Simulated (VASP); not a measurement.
Set up this calculation in VASP 6.6.1, as the native input.

| Quantity | Value |
| --- | --- |
| Task | single point |
| Functional | HSE06 |
| Potentials or basis | VASP PAW PBE potentials, release 64 (Au) |
| Cutoff | 520 eV |
| k mesh | 8 × 8 × 8 |
| Occupations | gaussian, width 0.05 eV |
| Spin | no spin polarisation |
| Dipole correction | no |
| Grid for exact exchange (PRECFOCK) | Normal |
| Further INCAR settings | ALGO = Normal; EDIFF = 1e-07; NBANDS = 12 |
| Share of exact exchange | 0.25 |
| Screening parameter | 0.2079 1/Å |

Crystal: Au.

```
Au
1.0
     0.00000    2.06890    2.06890
     2.06890    0.00000    2.06890
     2.06890    2.06890    0.00000
Au
1
Direct
  0.00000 0.00000 0.00000
```

The input as run:

POSCAR

```
Au
1.0
    0.0000000000      2.0688956625      2.0688956625
    2.0688956625      0.0000000000      2.0688956625
    2.0688956625      2.0688956625      0.0000000000
Au
1
Direct
    0.0000000000      0.0000000000      0.0000000000
```

INCAR.step1

```
SYSTEM = Au
  PREC = Accurate
  ENCUT = 520
  EDIFF = 1E-5
  ISMEAR = 0
  SIGMA = 0.05
  LREAL = .FALSE.
  LASPH = .TRUE.
  NELM = 80
  ALGO = Normal
  ISIF = 2
  LWAVE = .TRUE.
  LCHARG = .FALSE.
  NBANDS = 12
  GGA = PE
```

INCAR.step2

```
SYSTEM = Au
  PREC = Accurate
  ENCUT = 520
  EDIFF = 1E-7
  ISMEAR = 0
  SIGMA = 0.05
  LREAL = .FALSE.
  LASPH = .TRUE.
  NELM = 80
  ALGO = Normal
  ISIF = 2
  LWAVE = .FALSE.
  LCHARG = .FALSE.
  GGA = PE
  LHFCALC = .TRUE.
  HFSCREEN = 0.2079
  PRECFOCK = Normal
  NBANDS = 12
  ISTART = 1
```

KPOINTS

```
regular mesh
0
G
  8 8 8
  0 0 0
```

Potentials or basis: VASP PAW PBE potentials, release 64 (Au).

Launch:

```sh
$ cat potpaw_PBE.64/Au/POTCAR > POTCAR
$ cp INCAR.step1 INCAR
$ mpirun -np 1 vasp_std > vasp.out
$ cp INCAR.step2 INCAR
$ mpirun -np 1 vasp_std > vasp.out
```

Results of the run:

```json
{
  "Pressure": "-0.2 GPa",
  "Band gap on the k mesh": "zero (an odd number of electrons rules out a gap without spin polarisation)"
}
```

Caveat: the PAW data sets were made with another functional, which shifts forces and pressure a little; spin-orbit coupling is left out, which moves the levels of the heavy elements.

It took 76 min on 1 thread of AMD EPYC 7R43 64-Core Processor (Zen 3), on a shared host, peak memory 0.22 GiB.
